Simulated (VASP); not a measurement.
Rh:

```xyz
1
Lattice="0.0000 1.9016 1.9016 1.9016 0.0000 1.9016 1.9016 1.9016 0.0000" Properties=species:S:1:pos:R:3 pbc="T T T"
Rh    0.0000    0.0000    0.0000
```

- Program: VASP 6.6.1
- Task: relaxation of cell and atoms
- Functional: LDA
- Potentials or basis: VASP PAW LDA potentials, release 64 (Rh_pv)
- Cutoff: 500 eV
- k mesh: 8 × 8 × 8
- Occupations: gaussian, width 0.1 eV
- Spin: no spin polarisation

At the start: pressure -9.5 GPa; volume 13.75 Å³/atom.

Task: Where does the relaxation end?

Result: Over 3 steps the energy falls by 13.8 meV/atom and the volume is 13.32 Å³/atom (-3.2 %); space group Fm-3m (No. 225, to 0.05 Å).

The path:
```
step  energy change (eV)  largest force (eV/Å)  pressure (GPa)  volume (Å³)
   1              0.0000                0.0000           -9.54        13.75
   2              0.0947                0.0000           34.05        12.19
   3             -0.0138                0.0000           -0.33        13.32
```

Final structure:
```
CELL_PARAMETERS angstrom
0.00000 1.88128 1.88128
1.88128 0.00000 1.88128
1.88128 1.88128 0.00000
ATOMIC_POSITIONS crystal
Rh 0.00000 0.00000 0.00000
```
